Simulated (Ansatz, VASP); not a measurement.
## One calculation of Al4Ni3, two programs

```xyz
7
Lattice="2.8622 0.0000 0.0000 0.0000 2.8622 0.0000 0.0000 0.0000 23.5865" Properties=species:S:1:pos:R:3 pbc="T T T"
Al    0.0000    0.0000    7.5202
Al    0.0000    0.0000   10.3519
Al    0.0000    0.0000   13.2346
Al    0.0000    0.0000   16.0663
Ni    1.4311    1.4311    8.8767
Ni    1.4311    1.4311   11.7932
Ni    1.4311    1.4311   14.7098
```

Alike in both runs: functional PBEsol; k mesh 12 × 12 × 1; occupations gaussian, width 0.1 eV; no spin polarisation.

Ansatz relaxed the structure, and its values are those at the end. VASP's run is a single point on that final structure, the one shown.

|  | VASP | Ansatz |
| --- | --- | --- |
| version | VASP 6.6.1 | Ansatz 0.2.0 |
| potentials or method | VASP PAW PBE potentials, release 64 (Al, Ni), cutoff 520 eV | scalar-relativistic, plane waves, PAW |
| valence electrons in the cell | 42 | 66 |

```csv
,VASP,Ansatz,Ansatz less VASP
gap on the k mesh at the Fermi level (eV),none,none,-
rms of the force components (eV/Å),0.005,0.002,-0.0030
```

VASP's potentials were made for PBE, not for PBEsol. A gap of «none» marks a metal or a gap that the smearing closes. VASP's potentials hold 42 valence electrons a cell and Ansatz's 66, so a difference there can come from the potentials and not from the codes. Ansatz's warnings: xc potential rough in thin density.
